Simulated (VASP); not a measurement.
# Si2Mo (I4/mmm) in VASP: single point with PBE

Aim: the single point of Si2Mo with PBE.

Everything below comes from runs of VASP 6.6.1. Logs are shortened: lines on timing, memory, paths and dates and some standing lists are left out, and cuts for length are marked.

## Step 1: The cell of the first run

The structure is tetragonal, space group I4/mmm (No. 139). Conventional cell: a = 3.217 Å, b = 3.217 Å, c = 7.873 Å, α = 90.00°, β = 90.00°, γ = 90.00°. Within 3.4 Å of Si (site symmetry 4mm) lie 9 Si at 2.60 to 3.22 Å and 5 Mo at 2.62 to 2.64 Å. Mo (site symmetry 4/mmm) has 10 Si at 2.62 to 2.64 Å and 4 Mo at 3.22 Å within 3.5 Å.

## Step 2: Single point, PBE

The input, INCAR:

```
SYSTEM = Si2Mo
  PREC = Accurate
  ENCUT = 520
  EDIFF = 1E-6
  ISMEAR = 1
  SIGMA = 0.1
  LREAL = .False.
  LASPH = .True.
  NELM = 80
  ALGO = Normal
  ISIF = 2
  LWAVE = .False.
  LCHARG = .False.
  GGA = PE
  NBANDS = 18
```

The input, KPOINTS:

```
regular mesh
0
Gamma
  20 20 20
  0 0 0
```

The input, POSCAR:

```
Si2Mo
1.0
   -1.6084461605      1.6084461605      3.9364078612
    1.6084461605     -1.6084461605      3.9364078612
    1.6084461605      1.6084461605     -3.9364078612
Si Mo
2 1
Direct
    0.3351158463      0.3351158463      0.0000000000
    0.6648841537      0.6648841537      0.0000000000
    0.0000000000      0.0000000000      0.0000000000
```

Potentials or basis: VASP PAW PBE potentials, release 64 (Si, Mo_sv).

Command:

```
$ cat potpaw_PBE.64/Si/POTCAR potpaw_PBE.64/Mo_sv/POTCAR > POTCAR
$ mpirun -np 1 vasp_std > vasp.out
```

OUTCAR:

```text
SYSTEM = Si2Mo
   PREC = Accurate
   ENCUT = 520
   EDIFF = 1E-6
   ISMEAR = 1
   LREAL = .False.
   LASPH = .True.
   NELM = 80
   ISIF = 2
   GGA = PE

 ion  position               nearest neighbor table
   1  0.335  0.335  0.000-   2 2.60   3 2.62   3 2.62   3 2.62   3 2.62   3 2.64   2 2.64   2 2.64
                             2 2.64   2 2.64
   2  0.665  0.665  0.000-   1 2.60   3 2.62   3 2.62   3 2.62   3 2.62   3 2.64   1 2.64   1 2.64
                             1 2.64   1 2.64
   3  0.000  0.000  0.000-   2 2.62   1 2.62   2 2.62   1 2.62   2 2.62   1 2.62   1 2.62   2 2.62
                             1 2.64   2 2.64

  LATTYP: Found a body centered tetragonal cell.
 ALAT       =     3.2168923210
 C/A-ratio  =     2.4473357939

  Lattice vectors:

 A1 = (  -1.6084461605,   1.6084461605,   3.9364078612)
 A2 = (   1.6084461605,  -1.6084461605,   3.9364078612)
 A3 = (   1.6084461605,   1.6084461605,  -3.9364078612)

Analysis of symmetry for initial positions (statically):
=====================================================================
 Subroutine PRICEL returns:
 Original cell was already a primitive cell.

 Routine SETGRP: Setting up the symmetry group for a
 body centered tetragonal supercell.

 Subroutine GETGRP returns: Found 16 space group operations
 (whereof 16 operations were pure point group operations)
 out of a pool of 16 trial point group operations.

The static configuration has the point symmetry D_4h.

Analysis of symmetry for dynamics (positions and initial velocities):
=====================================================================
 Subroutine PRICEL returns:
 Original cell was already a primitive cell.

 Routine SETGRP: Setting up the symmetry group for a
 body centered tetragonal supercell.

 Subroutine GETGRP returns: Found 16 space group operations
 (whereof 16 operations were pure point group operations)
 out of a pool of 16 trial point group operations.

The dynamic configuration has the point symmetry D_4h.

 Subroutine INISYM returns: Found 16 space group operations
 (whereof 16 operations are pure point group operations),
 and found     1 'primitive' translations

----------------------------------------------------------------------------------------

                                     Primitive cell

  volume of cell :      40.7355

  direct lattice vectors                    reciprocal lattice vectors
    -1.608446160  1.608446160  3.936407861     0.000000000  0.310859022  0.127019358
     1.608446160 -1.608446160  3.936407861     0.310859022  0.000000000  0.127019358
     1.608446160  1.608446160 -3.936407861     0.310859022  0.310859022  0.000000000

  length of vectors
     4.546372725  4.546372725  4.546372725     0.335808351  0.335808351  0.439621045

  position of ions in fractional coordinates (direct lattice)
     0.335115846  0.335115846  0.000000000
     0.664884154  0.664884154  0.000000000
     0.000000000  0.000000000  0.000000000

  ion indices of the primitive-cell ions
   primitive index   ion index
                 1           1
                 2           2
                 3           3

----------------------------------------------------------------------------------------

 KPOINTS: regular mesh

Automatic generation of k-mesh.
 Grid dimensions read from file:
 generate k-points for:   20   20   20

 Generating k-lattice:

  Cartesian coordinates                     Fractional coordinates (reciprocal lattice)
     0.000000000  0.015542951  0.006350968     0.050000000  0.000000000  0.000000000
     0.015542951  0.000000000  0.006350968     0.000000000  0.050000000  0.000000000
     0.015542951  0.015542951  0.000000000     0.000000000  0.000000000  0.050000000

  Length of vectors
     0.016790418  0.016790418  0.021981052

  Shift w.r.t. Gamma in fractional coordinates (k-lattice)
     0.000000000  0.000000000  0.000000000

 Subroutine IBZKPT returns following result:
 ===========================================

 Found    641 irreducible k-points:

 Following reciprocal coordinates:
            Coordinates               Weight
  0.000000  0.000000  0.000000      1.000000
  0.050000  0.000000  0.000000      8.000000
  0.100000  0.000000 -0.000000      8.000000
  0.150000  0.000000  0.000000      8.000000
  0.200000  0.000000 -0.000000      8.000000
  0.250000  0.000000  0.000000      8.000000
[... 16 lines left out ...]
 -0.400000  0.050000  0.000000     16.000000
 -0.350000  0.050000  0.000000     16.000000
 [... further k-points ...]
   k-points           NKPTS =    641   k-points in BZ     NKDIM =    641   number of bands    NBANDS=     18
   number of dos      NEDOS =    301   number of ions     NIONS =      3
   total plane-waves  NPLWV =  46656
   dimension x,y,z NGX =    36 NGY =   36 NGZ =   36
   dimension x,y,z NGXF=    72 NGYF=   72 NGZF=   72
   ions per type =               2   1
   NGX,Y,Z   is equivalent  to a cutoff of  13.16, 13.16, 13.16 a.u.
   NGXF,Y,Z  is equivalent  to a cutoff of  26.33, 26.33, 26.33 a.u.
 SYSTEM =  Si2Mo
   PREC   = accura    normal or accurate (medium, high low for compatibility)
   ISTART =      0    job   : 0-new  1-cont  2-samecut
   ICHARG =      2    charge: 1-file 2-atom 10-const
   ISPIN  =      1    spin polarized calculation?
   LNONCOLLINEAR =      F non collinear calculations
   LSORBIT =      F    spin-orbit coupling
   LASPH  =      T    aspherical Exc in radial PAW
   ENCUT  =  520.0 eV  38.22 Ry    6.18 a.u.   8.45  8.45  8.45*2*pi/ulx,y,z
   NELM   =     80;   NELMIN=  2; NELMDL= -5     # of ELM steps
   EDIFF  = 0.1E-05   stopping-criterion for ELM
   LREAL  =      F    real-space projection
   EDIFFG = 0.1E-04   stopping-criterion for IOM
   NSW    =      0    number of steps for IOM
   IBRION =     -1    ionic relax: 0-MD 1-quasi-New 2-CG
   NFREE  =      0    steps in history (QN), initial steepest desc. (CG)
   ISIF   =      2    stress and relaxation
   ISYM   =      2    0-nonsym 1-usesym 2-fastsym
   POTIM  = 0.5000    time-step for ionic-motion
   TEBEG  =    0.0;   TEEND  =   0.0 temperature during run
   PSTRESS=    0.0 pullay stress
   NELECT =      22.0000    total number of electrons
   NUPDOWN=      -1.0000    fix difference up-down
   EMIN   =  10.00;   EMAX   =-10.00  energy-range for DOS
   EFERMI =   0.00;   METHOD = LEGACY
   ISMEAR =     1;   SIGMA  =   0.10  broadening in eV -4-tet -1-fermi 0-gaus
   EFERMI_NEDOS =   21; number of points for ismear=-14 and -15
   IALGO  =     38    algorithm
   IMIX   =      4    mixing-type and parameters
     AMIX     =   0.40;   BMIX     =  1.00
     AMIX_MAG =   1.60;   BMIX_MAG =  1.00
  volume/ion in A,a.u.               =      13.58        91.63
  Fermi-wavevector in a.u.,A,eV,Ry     =   1.333188  2.519360 24.182857  1.777390
  Thomas-Fermi vector in A             =   2.462065
   LORBIT       =      0    0 simple, 1 ext, 2 COOP (PROOUT), +10 PAW based schemes
   GGA     = PE    functional components
   LHFCALC =     F    Hartree Fock is set to
   AEXX    =    0.0000 exact exchange contribution
   IVDW    =     0    specifies the selected vdW correction
   LEPSILON=     F    determine dielectric tensor
   LRPA    =     F    only Hartree local field effects (RPA)
 non-spin polarized calculation
 Methfessel and Paxton  Order N= 1 SIGMA  =   0.10
  energy-cutoff  :      520.00
  volume of cell :       40.74
 maximum number of plane-waves:      1134
 NGX is ok and might be reduce to    36
   NGX = 17   NGY = 17   NGZ = 17

 number of electron      22.0000000 magnetization

 Free energy of the ion-electron system (eV)
  ---------------------------------------------------
  ext. energy  EPLUGINS =         0.00000000
  ---------------------------------------------------
  free energy    TOTEN  =       -23.26172861 eV

  energy without entropy =      -23.26184366  energy(sigma->0) =      -23.26176696

 E-fermi :  12.0760     XC(G=0): -12.3691

 val. band max:       12.0753898024   @ k =  -0.4500   0.4500   0.3500
 cond. band min:      12.0777238970   @ k =  -0.4500   0.5000   0.3000
 fundamental gap:      0.0023340946
 Fermi energy:        12.0759581224

 k-point     1 :       0.0000    0.0000    0.0000
  band No.  band energies     occupation
      1     -48.6635      2.00000
      2     -22.8049      2.00000
      3     -22.7379      2.00000
      4     -22.7379      2.00000
      5      -1.2492      2.00000
      6       5.7645      2.00000
[... 10 lines left out ...]
     17      17.1218      0.00000
     18      17.1218      0.00000

 k-point     2 :       0.0500    0.0000    0.0000
  band No.  band energies     occupation
      1     -48.6630      2.00000
      2     -22.8044      2.00000
      3     -22.7439      2.00000
      4     -22.7373      2.00000
      5      -1.2041      2.00000
      6       5.7664      2.00000
[... 10 lines left out ...]
     17      17.1495      0.00000
     18      17.4293      0.00000

 k-point     3 :       0.1000    0.0000   -0.0000
  band No.  band energies     occupation
      1     -48.6618      2.00000
      2     -22.8031      2.00000
      3     -22.7614      2.00000
      4     -22.7357      2.00000
      5      -1.0697      2.00000
      6       5.7650      2.00000
[... 10 lines left out ...]
     17      17.2826      0.00000
     18      18.1216      0.00000

 k-point     4 :       0.1500    0.0000    0.0000
  band No.  band energies     occupation
      1     -48.6599      2.00000
      2     -22.8012      2.00000
      3     -22.7885      2.00000
      4     -22.7332      2.00000
      5      -0.8485      2.00000
      6       5.7356      2.00000
[... 375 lines left out ...]
      4     -22.7212      2.00000
      5       1.9259      2.00000
      6       3.3300      2.00000
[... 10 lines left out ...]
     17      18.8926      0.00000
     18      19.8436      0.00000

 k-point    23 :      -0.4000    0.0500    0.0000
  band No.  band energies     occupation
      1     -48.6475      2.00000
      2     -22.9564      2.00000
      3     -22.7868      2.00000
      4     -22.7228      2.00000
      5       1.3247      2.00000
      6       3.9551      2.00000
[... 10 lines left out ...]
     17      18.9717      0.00000
     18      20.5864      0.00000

 k-point    24 :      -0.3500    0.0500    0.0000
  band No.  band energies     occupation
      1     -48.6494      2.00000
      2     -22.9301      2.00000
      3     -22.7888      2.00000
      4     -22.7254      2.00000
      5       0.7652      2.00000
      6       4.5585      2.00000
[... 10 lines left out ...]
     17      19.0661      0.00000
     18      20.7267      0.00000

 [... further k-points ...]
[... 5 lines left out ...]
  --------------------------------------------------------------------------------------
  -------------------------------------------------------------------------------------
  Total        0.0455922      0.0455922      0.0371792      0.0000000      0.0000000      0.0000000
  in kB        1.7931965      1.7931965      1.4623044      0.0000000      0.0000000      0.0000000
  external PRESSURE =       1.6828991 kB  Pullay stress =       0.0000000 kB

 VOLUME and BASIS-vectors are now :
 -----------------------------------------------------------------------------
  energy-cutoff  :      520.00
  volume of cell :       40.74
      direct lattice vectors                 reciprocal lattice vectors
    -1.608446160  1.608446160  3.936407861     0.000000000  0.310859022  0.127019358
     1.608446160 -1.608446160  3.936407861     0.310859022  0.000000000  0.127019358
     1.608446160  1.608446160 -3.936407861     0.310859022  0.310859022  0.000000000

 POSITION                                       TOTAL-FORCE (eV/Angst)
 -----------------------------------------------------------------------------------
      0.00000      0.00000      2.63831         0.000000      0.000000     -0.004032
      0.00000      0.00000      5.23451        -0.000000     -0.000000      0.004032
      0.00000      0.00000      0.00000        -0.000000     -0.000000      0.000000
 -----------------------------------------------------------------------------------
    total drift:                                0.000000      0.000000     -0.000000

  FREE ENERGIE OF THE ION-ELECTRON SYSTEM (eV)
  ---------------------------------------------------
  free  energy   TOTEN  =       -23.2617286119 eV

  energy  without entropy=      -23.2618436636  energy(sigma->0) =      -23.26176696
```

It took 8.8 min on 1 thread of Intel Xeon Platinum 8375C at 2.90GHz (Ice Lake), shared host; peak memory 0.55 GiB.

Results:

- Free energy: -23.2617 eV
- Pressure: 0.2 GPa
- Largest force: 0.004 eV/Å
- Band gap on the k mesh: zero (band 11 reaches 12.53 eV, above the bottom of band 12 at 11.59 eV)

Forces on the atoms (eV/Å):
```
Si   0.000  0.000 -0.004
Si   0.000  0.000  0.004
Mo   0.000  0.000  0.000
```
